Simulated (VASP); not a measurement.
# Mo (P6/mmm) in VASP: a series of runs

Mo is run at these levels: r2SCAN; tasks: single point.

All numbers are computed with VASP 6.6.1; they aren't measurements. Logs are shortened: lines on timing, memory, paths and dates and some standing lists are left out, and cuts for length are marked.

## 1. The cell of the first run

It takes space group P6/mmm (No. 191, hexagonal). The conventional cell has a = 2.772 Å, b = 2.772 Å, c = 2.589 Å, α = 90.00°, β = 90.00°, γ = 120.00°. Within 3.4 Å of Mo (site symmetry 6/mmm) lie 8 Mo at 2.59 to 2.77 Å.

## 2. Single point, r2SCAN

POSCAR

```
Mo
1.0
    2.7715076807      0.0000000000      0.0000000000
   -1.3857538404      2.4001959040      0.0000000000
    0.0000000000      0.0000000000      2.5888056586
Mo
1
Direct
    0.0000000000      0.0000000000      0.5000000000
```

INCAR.step1

```
ALGO = Normal ; EDIFF = 1E-4
ENCUT = 520 ; GGA = PE
ISMEAR = -1 ; LASPH = T
LCHARG = F ; LREAL = F
LWAVE = T ; NBANDS = 13
NELM = 100 ; PREC = Accurate
SIGMA = 0.1
```

INCAR.step2

```
ALGO = Normal ; EDIFF = 1E-6
ENCUT = 520 ; ISIF = 2
ISMEAR = -1 ; ISTART = 1
LASPH = T ; LCHARG = F
LMIXTAU = T ; LREAL = F
LWAVE = F ; METAGGA = R2SCAN
NBANDS = 13 ; NELM = 100
PREC = Accurate ; SIGMA = 0.1
```

KPOINTS

```
k-points
0
Gamma
  12 12 11
```

Potentials or basis: VASP PAW PBE potentials, release 64 (Mo_sv).

Started as:

```bash
$ cat potpaw_PBE.64/Mo_sv/POTCAR > POTCAR
$ cp INCAR.step1 INCAR
$ mpirun -np 1 vasp_std > vasp.out
$ cp INCAR.step2 INCAR
$ mpirun -np 1 vasp_std > vasp.out
```

OUTCAR:

```text
EDIFF = 1E-6
   ENCUT = 520
   ISIF = 2
   ISMEAR = -1
   ISTART = 1
   LASPH = T
   LREAL = F
   METAGGA = R2SCAN
   NELM = 100
   PREC = Accurate

 ion  position               nearest neighbor table
   1  0.000  0.000  0.500-

  LATTYP: Found a hexagonal cell.
 ALAT       =     2.7715076807
 C/A-ratio  =     0.9340784717

  Lattice vectors:

 A1 = (   2.7715076807,   0.0000000000,   0.0000000000)
 A2 = (  -1.3857538404,   2.4001959040,   0.0000000000)
 A3 = (   0.0000000000,   0.0000000000,   2.5888056586)

Analysis of symmetry for initial positions (statically):
=====================================================================
 Subroutine PRICEL returns:
 Original cell was already a primitive cell.

 Routine SETGRP: Setting up the symmetry group for a
 hexagonal supercell.

 Subroutine GETGRP returns: Found 24 space group operations
 (whereof 24 operations were pure point group operations)
 out of a pool of 24 trial point group operations.

The static configuration has the point symmetry D_6h.

Analysis of symmetry for dynamics (positions and initial velocities):
=====================================================================
 Subroutine PRICEL returns:
 Original cell was already a primitive cell.

 Routine SETGRP: Setting up the symmetry group for a
 hexagonal supercell.

 Subroutine GETGRP returns: Found 24 space group operations
 (whereof 24 operations were pure point group operations)
 out of a pool of 24 trial point group operations.

The dynamic configuration has the point symmetry D_6h.

 Subroutine INISYM returns: Found 24 space group operations
 (whereof 24 operations are pure point group operations),
 and found     1 'primitive' translations

----------------------------------------------------------------------------------------

                                     Primitive cell

  volume of cell :      17.2212

  direct lattice vectors                    reciprocal lattice vectors
     2.771507681  0.000000000  0.000000000     0.360814443  0.208316329  0.000000000
    -1.385753840  2.400195904  0.000000000     0.000000000  0.416632658  0.000000000
     0.000000000  0.000000000  2.588805659     0.000000000  0.000000000  0.386278513

  length of vectors
     2.771507681  2.771507547  2.588805659     0.416632638  0.416632658  0.386278513

  position of ions in fractional coordinates (direct lattice)
     0.000000000  0.000000000  0.500000000

  ion indices of the primitive-cell ions
   primitive index   ion index
                 1           1

----------------------------------------------------------------------------------------

 KPOINTS: k-points

Automatic generation of k-mesh.
 Grid dimensions read from file:
 generate k-points for:   12   12   11

 Generating k-lattice:

  Cartesian coordinates                     Fractional coordinates (reciprocal lattice)
     0.030067870  0.017359694  0.000000000     0.083333333  0.000000000  0.000000000
     0.000000000  0.034719388  0.000000000     0.000000000  0.083333333  0.000000000
     0.000000000  0.000000000  0.035116228     0.000000000  0.000000000  0.090909091

  Length of vectors
     0.034719387  0.034719388  0.035116228

  Shift w.r.t. Gamma in fractional coordinates (k-lattice)
     0.000000000  0.000000000  0.000000000

 Subroutine IBZKPT returns following result:
 ===========================================

 Found    114 irreducible k-points:

 Following reciprocal coordinates:
            Coordinates               Weight
  0.000000  0.000000  0.000000      1.000000
  0.083333  0.000000  0.000000      6.000000
  0.166667  0.000000  0.000000      6.000000
  0.250000  0.000000  0.000000      6.000000
  0.333333  0.000000  0.000000      6.000000
  0.416667  0.000000  0.000000      6.000000
[... 16 lines left out ...]
  0.250000  0.000000  0.090909     12.000000
  0.333333  0.000000  0.090909     12.000000
 [... further k-points ...]
   k-points           NKPTS =    114   k-points in BZ     NKDIM =    114   number of bands    NBANDS=     13
   number of dos      NEDOS =    301   number of ions     NIONS =      1
   total plane-waves  NPLWV =  11520
   dimension x,y,z NGX =    24 NGY =   24 NGZ =   20
   dimension x,y,z NGXF=    48 NGYF=   48 NGZF=   40
   ions per type =               1
   NGX,Y,Z   is equivalent  to a cutoff of  14.40, 14.40, 12.84 a.u.
   NGXF,Y,Z  is equivalent  to a cutoff of  28.79, 28.79, 25.69 a.u.
 SYSTEM =  unknown system
   PREC   = accura    normal or accurate (medium, high low for compatibility)
   ISTART =      1    job   : 0-new  1-cont  2-samecut
   ICHARG =      0    charge: 1-file 2-atom 10-const
   ISPIN  =      1    spin polarized calculation?
   LNONCOLLINEAR =      F non collinear calculations
   LSORBIT =      F    spin-orbit coupling
   LASPH  =      T    aspherical Exc in radial PAW
   ENCUT  =  520.0 eV  38.22 Ry    6.18 a.u.   5.15  5.15  4.81*2*pi/ulx,y,z
   NELM   =    100;   NELMIN=  2; NELMDL=  0     # of ELM steps
   EDIFF  = 0.1E-05   stopping-criterion for ELM
   LREAL  =      F    real-space projection
   EDIFFG = 0.1E-04   stopping-criterion for IOM
   NSW    =      0    number of steps for IOM
   IBRION =     -1    ionic relax: 0-MD 1-quasi-New 2-CG
   NFREE  =      0    steps in history (QN), initial steepest desc. (CG)
   ISIF   =      2    stress and relaxation
   ISYM   =      2    0-nonsym 1-usesym 2-fastsym
   POTIM  = 0.5000    time-step for ionic-motion
   TEBEG  =    0.0;   TEEND  =   0.0 temperature during run
   PSTRESS=    0.0 pullay stress
   NELECT =      14.0000    total number of electrons
   NUPDOWN=      -1.0000    fix difference up-down
   EMIN   =  10.00;   EMAX   =-10.00  energy-range for DOS
   EFERMI =   0.00;   METHOD = LEGACY
   ISMEAR =    -1;   SIGMA  =   0.10  broadening in eV -4-tet -1-fermi 0-gaus
   EFERMI_NEDOS =   21; number of points for ismear=-14 and -15
   IALGO  =     38    algorithm
   IMIX   =      4    mixing-type and parameters
     AMIX     =   0.40;   BMIX     =  1.00
     AMIX_MAG =   1.60;   BMIX_MAG =  1.00
  volume/ion in A,a.u.               =      17.22       116.21
  Fermi-wavevector in a.u.,A,eV,Ry     =   1.527906  2.887325 31.762776  2.334498
  Thomas-Fermi vector in A             =   2.635738
   LORBIT       =      0    0 simple, 1 ext, 2 COOP (PROOUT), +10 PAW based schemes
   METAGGA = R2SCAN    functional components
   LHFCALC =     F    Hartree Fock is set to
   AEXX    =    0.0000 exact exchange contribution
   IVDW    =     0    specifies the selected vdW correction
   LEPSILON=     F    determine dielectric tensor
   LRPA    =     F    only Hartree local field effects (RPA)
 non-spin polarized calculation
  energy-cutoff  :      520.00
  volume of cell :       17.22
 maximum number of plane-waves:       476
 NGX is ok and might be reduce to    24
   NGX = 11   NGY = 11   NGZ =  9

 number of electron      13.9999997 magnetization

 Free energy of the ion-electron system (eV)
  ---------------------------------------------------
  ext. energy  EPLUGINS =         0.00000000
  ---------------------------------------------------
  free energy    TOTEN  =       -25.13875355 eV

  energy without entropy =      -25.10178391  energy(sigma->0) =      -25.12026873

 E-fermi :  11.0411     XC(G=0): -13.8985

 val. band max:       11.0383406545   @ k =   0.2500   0.0000   0.4545
 cond. band min:      11.0599645543   @ k =   0.2500   0.1667   0.4545
 fundamental gap:      0.0216238998
 Fermi energy:        11.0411492648

 k-point     1 :       0.0000    0.0000    0.0000
  band No.  band energies     occupation
      1     -52.0143      2.00000
      2     -24.5855      2.00000
      3     -24.5855      2.00000
      4     -24.5669      2.00000
      5       3.9189      2.00000
      6       6.4765      2.00000
      7      10.1143      1.99981
      8      10.1143      1.99981
      9      15.1203      0.00000
     10      15.1203      0.00000
     11      24.4903      0.00000
     12      27.3866      0.00000
     13      32.3066      0.00000

 k-point     2 :       0.0833    0.0000    0.0000
  band No.  band energies     occupation
      1     -52.0003      2.00000
      2     -24.6789      2.00000
      3     -24.6063      2.00000
      4     -24.5574      2.00000
      5       4.1901      2.00000
      6       6.5932      2.00000
      7       9.8491      1.99999
      8      10.3624      1.99775
      9      14.8450      0.00000
     10      15.0749      0.00000
     11      25.0855      0.00000
     12      27.9204      0.00000
     13      30.8068      0.00000

 k-point     3 :       0.1667    0.0000    0.0000
  band No.  band energies     occupation
      1     -51.9618      2.00000
      2     -24.9295      2.00000
      3     -24.6628      2.00000
      4     -24.5314      2.00000
      5       4.9083      2.00000
      6       6.9098      2.00000
      7       9.2991      2.00000
      8      11.0827      0.79541
      9      14.1727      0.00000
     10      14.9529      0.00000
     11      26.2862      0.00000
     12      28.7426      0.00000
     13      29.3239      0.00000
[... 305 lines left out ...]
 k-point    23 :       0.2500    0.0000    0.0909
  band No.  band energies     occupation
      1     -51.8914      2.00000
      2     -25.2472      2.00000
      3     -24.7267      2.00000
      4     -24.6303      2.00000
      5       5.9936      2.00000
      6       7.4551      2.00000
      7       9.2097      2.00000
      8      12.2371      0.00001
      9      13.0981      0.00000
     10      14.4280      0.00000
     11      25.6360      0.00000
     12      28.4401      0.00000
     13      29.2573      0.00000

 k-point    24 :       0.3333    0.0000    0.0909
  band No.  band energies     occupation
      1     -51.8380      2.00000
      2     -25.5679      2.00000
      3     -24.8017      2.00000
      4     -24.5921      2.00000
      5       6.3689      2.00000
      6       7.5879      2.00000
      7       9.8329      1.99999
      8      12.7356      0.00000
      9      13.5408      0.00000
     10      14.2796      0.00000
     11      23.5939      0.00000
     12      27.5601      0.00000
     13      28.7907      0.00000

 [... further k-points ...]
[... 5 lines left out ...]
  --------------------------------------------------------------------------------------
  -------------------------------------------------------------------------------------
  Total       -0.5559747     -0.5559746     -1.1485964      0.0000000     -0.0000000      0.0000000
  in kB      -51.7253422    -51.7253356   -106.8601596      0.0000000     -0.0000000      0.0000000
  external PRESSURE =     -70.1036125 kB  Pullay stress =       0.0000000 kB

 VOLUME and BASIS-vectors are now :
 -----------------------------------------------------------------------------
  energy-cutoff  :      520.00
  volume of cell :       17.22
      direct lattice vectors                 reciprocal lattice vectors
     2.771507681  0.000000000  0.000000000     0.360814443  0.208316329  0.000000000
    -1.385753840  2.400195904  0.000000000     0.000000000  0.416632658  0.000000000
     0.000000000  0.000000000  2.588805659     0.000000000  0.000000000  0.386278513

 POSITION                                       TOTAL-FORCE (eV/Angst)
 -----------------------------------------------------------------------------------
      0.00000      0.00000      1.29440         0.000000      0.000000      0.000000
 -----------------------------------------------------------------------------------
    total drift:                               -0.000000      0.000000     -0.000000

  FREE ENERGIE OF THE ION-ELECTRON SYSTEM (eV)
  ---------------------------------------------------
  free  energy   TOTEN  =       -25.1387535542 eV

  energy  without entropy=      -25.1017839056  energy(sigma->0) =      -25.12026873
```

It took 29 s on 1 thread of Intel Xeon 6975P-C (Granite Rapids), shared host; peak memory 0.15 GiB.

Results:

```yaml
Free_energy: -25.1388 eV
Pressure: -7.0 GPa
Band_gap_on_the_k_mesh: zero (band 7 reaches 11.85 eV, above the bottom of band 8 at 10.11 eV)
```

Stress tensor (GPa, compression positive):
```
 -5.17   0.00   0.00
  0.00  -5.17   0.00
  0.00   0.00 -10.69
```

Levels at points of the mesh, in eV from the Fermi level:
```csv
k point,band 3,band 4,band 5,band 6,band 7,band 8,band 9,band 10,band 11,band 12
"(0.00, 0.00, 0.00)",-35.63,-35.61,-7.12,-4.56,-0.93,-0.93,4.08,4.08,13.45,16.35
"(0.50, 0.00, 0.00)",-35.93,-35.46,-5.03,-3.37,0.81,1.06,3.44,4.29,10.07,13.84
```

Caveat: the PAW data sets were made with another functional, which shifts forces and pressure a little.

## 3. Single point, r2SCAN

This run uses another cell than the first one, of 17.55 Å³/atom, 1.019 times its volume.

POSCAR

```
Mo
1.0
    2.7891610719      0.0000000000      0.0000000000
   -1.3945805359      2.4154841882      0.0000000000
    0.0000000000      0.0000000000      2.6052953112
Mo
1
Direct
    0.0000000000      0.0000000000      0.5000000000
```

INCAR.step1

```
SYSTEM = Mo
PREC = Accurate
ENCUT = 520
ISMEAR = -1
SIGMA = 0.1
LREAL = .FALSE.
LASPH = .TRUE.
NELM = 80
NBANDS = 13
GGA = PE
ALGO = Normal
EDIFF = 1E-4
LWAVE = .TRUE.
LCHARG = .FALSE.
```

INCAR.step2

```
SYSTEM = Mo
PREC = Accurate
ENCUT = 520
EDIFF = 1E-7
ISMEAR = -1
SIGMA = 0.1
LREAL = .FALSE.
LASPH = .TRUE.
NELM = 80
ALGO = Normal
ISIF = 2
LWAVE = .FALSE.
LCHARG = .TRUE.
METAGGA = R2SCAN
LMIXTAU = .TRUE.
LELF = .TRUE.
LVHAR = .TRUE.
NBANDS = 13
ISTART = 1
```

KPOINTS

```
regular mesh
0
G
  12 12 11
  0 0 0
```

Potentials or basis: VASP PAW PBE potentials, release 64 (Mo_sv).

Started as:

```bash
$ cat potpaw_PBE.64/Mo_sv/POTCAR > POTCAR
$ cp INCAR.step1 INCAR
$ mpirun -np 1 vasp_std > vasp.out
$ cp INCAR.step2 INCAR
$ mpirun -np 1 vasp_std > vasp.out
```

OUTCAR:

```text
SYSTEM = Mo
   PREC = Accurate
   ENCUT = 520
   EDIFF = 1E-7
   ISMEAR = -1
   LREAL = .FALSE.
   LASPH = .TRUE.
   NELM = 80
   ISIF = 2
   METAGGA = R2SCAN
   ISTART = 1

 ion  position               nearest neighbor table
   1  0.000  0.000  0.500-

  LATTYP: Found a hexagonal cell.
 ALAT       =     2.7891610719
 C/A-ratio  =     0.9340784716

  Lattice vectors:

 A1 = (   2.7891610719,   0.0000000000,   0.0000000000)
 A2 = (  -1.3945805359,   2.4154841882,   0.0000000000)
 A3 = (   0.0000000000,   0.0000000000,   2.6052953112)
[... 554 lines left out ...]
      5       6.1672      2.00000
      6       7.3696      2.00000
      7       9.5622      1.99999
      8      12.4186      0.00000
      9      13.2052      0.00000
     10      13.9224      0.00000
     11      23.1080      0.00000
     12      27.0734      0.00000
     13      28.3498      0.00000

 [... further k-points ...]
[... 5 lines left out ...]
  --------------------------------------------------------------------------------------
  -------------------------------------------------------------------------------------
  Total       -0.9709611     -0.9709609     -1.4746891     -0.0000000      0.0000000     -0.0000000
  in kB      -88.6293662    -88.6293548   -134.6096802     -0.0000000      0.0000000     -0.0000000
  external PRESSURE =    -103.9561337 kB  Pullay stress =       0.0000000 kB

 VOLUME and BASIS-vectors are now :
 -----------------------------------------------------------------------------
  energy-cutoff  :      520.00
  volume of cell :       17.55
      direct lattice vectors                 reciprocal lattice vectors
     2.789161072  0.000000000  0.000000000     0.358530746  0.206997836  0.000000000
    -1.394580536  2.415484188  0.000000000     0.000000000  0.413995672  0.000000000
     0.000000000  0.000000000  2.605295311     0.000000000  0.000000000  0.383833647

 POSITION                                       TOTAL-FORCE (eV/Angst)
 -----------------------------------------------------------------------------------
      0.00000      0.00000      1.30265         0.000000      0.000000      0.000000
 -----------------------------------------------------------------------------------
    total drift:                               -0.000000     -0.000000     -0.000000

  FREE ENERGIE OF THE ION-ELECTRON SYSTEM (eV)
  ---------------------------------------------------
  free  energy   TOTEN  =       -25.1207544112 eV

  energy  without entropy=      -25.0824294537  energy(sigma->0) =      -25.10159193
```

OUTCAR.step1:

```text
SYSTEM = Mo
   PREC = Accurate
   ENCUT = 520
   ISMEAR = -1
   LREAL = .FALSE.
   LASPH = .TRUE.
[... 602 lines left out ...]
 -----------------------------------------------------------------------------------
      0.00000      0.00000      1.30265         0.000000      0.000000      0.000000
 -----------------------------------------------------------------------------------
    total drift:                               -0.000000     -0.000000     -0.000000

  FREE ENERGIE OF THE ION-ELECTRON SYSTEM (eV)
  ---------------------------------------------------
  free  energy   TOTEN  =       -10.0501112731 eV

  energy  without entropy=      -10.0120053386  energy(sigma->0) =      -10.03105831
```

It took 35 s on 1 thread of Intel Xeon 6975P-C (Granite Rapids), shared host; peak memory 0.15 GiB.

Results:

```
Free energy            : -25.1208 eV
Pressure               : -10.4 GPa
Band gap on the k mesh : zero (band 7 reaches 11.53 eV, above the bottom of band 8 at 9.87 eV)
```

Caveat: the PAW data sets were made with another functional, which shifts forces and pressure a little.
